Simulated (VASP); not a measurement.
# CuI3 (Pm-3m) in VASP: density of states with PBE

Aim: the density of states of CuI3 with PBE.

Everything below comes from runs of VASP 6.6.1. Logs are shortened: lines on timing, memory, paths and dates and some standing lists are left out, and cuts for length are marked.

**1. The cell of the first run**

It takes space group Pm-3m (No. 221, cubic). Conventional cell: a = 5.072 Å, b = 5.072 Å, c = 5.072 Å, α = 90.00°, β = 90.00°, γ = 90.00°. Cu (site symmetry m-3m) has 12 I at 3.59 Å within 4.7 Å. I (site symmetry 4/mmm) has 4 Cu at 3.59 Å and 8 I at 3.59 Å within 4.7 Å.

**2. Density of states, PBE**

POSCAR

```
CuI3
1.0
    5.0723736437      0.0000000000      0.0000000000
    0.0000000000      5.0723736437      0.0000000000
    0.0000000000      0.0000000000      5.0723736437
Cu I
1 3
Direct
    0.0000000000      0.0000000000      0.0000000000
    0.0000000000      0.5000000000      0.5000000000
    0.5000000000      0.0000000000      0.5000000000
    0.5000000000      0.5000000000      0.0000000000
```

INCAR.step1

```
ALGO = Normal
EDIFF = 1E-7
ENCUT = 520
GGA = PE
ISIF = 2
ISMEAR = 0
LASPH = T
LCHARG = T
LMAXMIX = 4
LREAL = F
LWAVE = F
NBANDS = 24
NELM = 100
PREC = Accurate
SIGMA = 0.1
```

KPOINTS.step1

```
k-points
0
Gamma
  10 10 10
```

INCAR.step2

```
ALGO = Normal
EDIFF = 1E-7
ENCUT = 520
GGA = PE
ICHARG = 11
ISIF = 2
ISMEAR = -5
LASPH = T
LCHARG = F
LMAXMIX = 4
LORBIT = 11
LREAL = F
LWAVE = F
NEDOS = 1001
NELM = 100
PREC = Accurate
SIGMA = 0.1
```

KPOINTS.step2

```
k-points
0
Gamma
  15 15 15
```

Potentials or basis: VASP PAW PBE potentials, release 64 (Cu, I).

Command:

```bash
$ cat potpaw_PBE.64/Cu/POTCAR potpaw_PBE.64/I/POTCAR > POTCAR
$ cp INCAR.step1 INCAR
$ cp KPOINTS.step1 KPOINTS
$ mpirun -np 1 vasp_std > vasp.out
$ cp INCAR.step2 INCAR
$ cp KPOINTS.step2 KPOINTS
$ mpirun -np 1 vasp_std > vasp.out
```

OUTCAR:

```text
EDIFF = 1E-7
   ENCUT = 520
   GGA = PE
   ICHARG = 11
   ISIF = 2
   ISMEAR = -5
   LASPH = T
   LORBIT = 11
   LREAL = F
   NELM = 100
   PREC = Accurate

 ion  position               nearest neighbor table
   1  0.000  0.000  0.000-
   2  0.000  0.500  0.500-
   3  0.500  0.000  0.500-
   4  0.500  0.500  0.000-

  LATTYP: Found a simple cubic cell.
 ALAT       =     5.0723736437

  Lattice vectors:

 A1 = (   5.0723736437,   0.0000000000,   0.0000000000)
 A2 = (   0.0000000000,   5.0723736437,   0.0000000000)
 A3 = (   0.0000000000,   0.0000000000,   5.0723736437)

Analysis of symmetry for initial positions (statically):
=====================================================================
 Subroutine PRICEL returns:
 Original cell was already a primitive cell.

 Routine SETGRP: Setting up the symmetry group for a
 simple cubic supercell.

 Subroutine GETGRP returns: Found 48 space group operations
 (whereof 48 operations were pure point group operations)
 out of a pool of 48 trial point group operations.

The static configuration has the point symmetry O_h .

Analysis of symmetry for dynamics (positions and initial velocities):
=====================================================================
 Subroutine PRICEL returns:
 Original cell was already a primitive cell.

 Routine SETGRP: Setting up the symmetry group for a
 simple cubic supercell.

 Subroutine GETGRP returns: Found 48 space group operations
 (whereof 48 operations were pure point group operations)
 out of a pool of 48 trial point group operations.

The dynamic configuration has the point symmetry O_h .

 Subroutine INISYM returns: Found 48 space group operations
 (whereof 48 operations are pure point group operations),
 and found     1 'primitive' translations

----------------------------------------------------------------------------------------

                                     Primitive cell

  volume of cell :     130.5070

  direct lattice vectors                    reciprocal lattice vectors
     5.072373644  0.000000000  0.000000000     0.197146360  0.000000000  0.000000000
     0.000000000  5.072373644  0.000000000     0.000000000  0.197146360  0.000000000
     0.000000000  0.000000000  5.072373644     0.000000000  0.000000000  0.197146360

  length of vectors
     5.072373644  5.072373644  5.072373644     0.197146360  0.197146360  0.197146360

[... 89 lines left out ...]
   NSW    =      0    number of steps for IOM
   IBRION =     -1    ionic relax: 0-MD 1-quasi-New 2-CG
   NFREE  =      0    steps in history (QN), initial steepest desc. (CG)
   ISIF   =      2    stress and relaxation
   ISYM   =      2    0-nonsym 1-usesym 2-fastsym
   POTIM  = 0.5000    time-step for ionic-motion
   TEBEG  =    0.0;   TEEND  =   0.0 temperature during run
   PSTRESS=    0.0 pullay stress
   NELECT =      32.0000    total number of electrons
   NUPDOWN=      -1.0000    fix difference up-down
   EMIN   =  10.00;   EMAX   =-10.00  energy-range for DOS
   EFERMI =   0.00;   METHOD = LEGACY
   ISMEAR =    -5;   SIGMA  =   0.10  broadening in eV -4-tet -1-fermi 0-gaus
   EFERMI_NEDOS =   21; number of points for ismear=-14 and -15
   IALGO  =     38    algorithm
   IMIX   =      4    mixing-type and parameters
     AMIX     =   0.40;   BMIX     =  1.00
     AMIX_MAG =   1.60;   BMIX_MAG =  1.00
  volume/ion in A,a.u.               =      32.63       220.18
  Fermi-wavevector in a.u.,A,eV,Ry     =   1.024661  1.936329 14.285170  1.049930
  Thomas-Fermi vector in A             =   2.158460
   LORBIT       =     11    0 simple, 1 ext, 2 COOP (PROOUT), +10 PAW based schemes
   GGA     = PE    functional components
   LHFCALC =     F    Hartree Fock is set to
   AEXX    =    0.0000 exact exchange contribution
   IVDW    =     0    specifies the selected vdW correction
   LEPSILON=     F    determine dielectric tensor
   LRPA    =     F    only Hartree local field effects (RPA)
 non-spin polarized calculation
 Fermi weights with tetrahedron method with Bloechl corrections
  energy-cutoff  :      520.00
  volume of cell :      130.51
 maximum number of plane-waves:      3541
 NGX is ok and might be reduce to    40

 number of electron      31.9999989 magnetization

 Free energy of the ion-electron system (eV)
  ---------------------------------------------------
  ext. energy  EPLUGINS =         0.00000000
  ---------------------------------------------------
  free energy    TOTEN  =        -5.20016209 eV

  energy without entropy =       -5.20016209  energy(sigma->0) =       -5.20016209

 E-fermi :   4.1449     XC(G=0):  -9.0142

 val. band max:        4.1888178907   @ k =   0.4667   0.3333   0.3333
 cond. band min:       4.1322930115   @ k =   0.4667   0.2667   0.1333
 fundamental gap:     -0.0565248792
 Fermi energy:         4.1449000639

 k-point     1 :       0.0000    0.0000    0.0000
  band No.  band energies     occupation
      1      -9.2876      2.00000
      2      -7.4292      2.00000
      3      -7.4292      2.00000
      4       0.1685      2.00000
      5       0.1685      2.00000
      6       0.1685      2.00000
[... 541 lines left out ...]
     19       8.4757      0.00000
     20       9.0730      0.00000

 [... further k-points ...]
[... 5 lines left out ...]
  --------------------------------------------------------------------------------------
  -------------------------------------------------------------------------------------
  Total        0.0848840      0.0848840      0.0848840      0.0000000      0.0000000     -0.0000000
  in kB        1.0420838      1.0420838      1.0420838      0.0000000      0.0000000     -0.0000000
  external PRESSURE =       1.0420838 kB  Pullay stress =       0.0000000 kB

 VOLUME and BASIS-vectors are now :
 -----------------------------------------------------------------------------
  energy-cutoff  :      520.00
  volume of cell :      130.51
      direct lattice vectors                 reciprocal lattice vectors
     5.072373644  0.000000000  0.000000000     0.197146360  0.000000000  0.000000000
     0.000000000  5.072373644  0.000000000     0.000000000  0.197146360  0.000000000
     0.000000000  0.000000000  5.072373644     0.000000000  0.000000000  0.197146360

 POSITION                                       TOTAL-FORCE (eV/Angst)
 -----------------------------------------------------------------------------------
      0.00000      0.00000      0.00000         0.000000      0.000000      0.000000
      0.00000      2.53619      2.53619         0.000000      0.000000      0.000000
      2.53619      0.00000      2.53619         0.000000      0.000000      0.000000
      2.53619      2.53619      0.00000         0.000000      0.000000      0.000000
 -----------------------------------------------------------------------------------
    total drift:                                0.000000     -0.000000     -0.000000

  FREE ENERGIE OF THE ION-ELECTRON SYSTEM (eV)
  ---------------------------------------------------
  free  energy   TOTEN  =        -5.2001620873 eV

  energy  without entropy=       -5.2001620873  energy(sigma->0) =       -5.20016209

 total charge

# of ion       s       p       d       tot
------------------------------------------
    1        0.183   0.050   9.412   9.644
    2        1.545   2.626   0.023   4.194
    3        1.545   2.626   0.023   4.194
    4        1.545   2.626   0.023   4.194
--------------------------------------------------
tot          4.818   7.928   9.480  22.226
```

OUTCAR.step1:

```text
EDIFF = 1E-7
   ENCUT = 520
   GGA = PE
   ISIF = 2
[... 878 lines left out ...]
      0.00000      0.00000      0.00000         0.000000      0.000000      0.000000
      0.00000      2.53619      2.53619         0.000000      0.000000      0.000000
      2.53619      0.00000      2.53619         0.000000      0.000000      0.000000
      2.53619      2.53619      0.00000         0.000000      0.000000      0.000000
 -----------------------------------------------------------------------------------
    total drift:                                0.000000     -0.000000     -0.000000

  FREE ENERGIE OF THE ION-ELECTRON SYSTEM (eV)
  ---------------------------------------------------
  free  energy   TOTEN  =        -5.2176894886 eV

  energy  without entropy=       -5.1801618120  energy(sigma->0) =       -5.19892565
```

Wall time 11 min (1 thread of Intel Xeon Platinum 8259CL at 2.50GHz (Skylake/Cascade Lake), shared host); peak memory 0.45 GiB.

Results:

```yaml
Valence_electrons_inside_the_program's_atomic_spheres: Cu 9.64; I 4.19
```

Caveat: spin-orbit coupling is left out, which moves the levels of the heavy elements; semilocal functionals often make such compounds metallic where correlation or magnetic order opens a gap, which also shifts bond lengths; tetrahedron occupations give inexact forces and stress in metals.
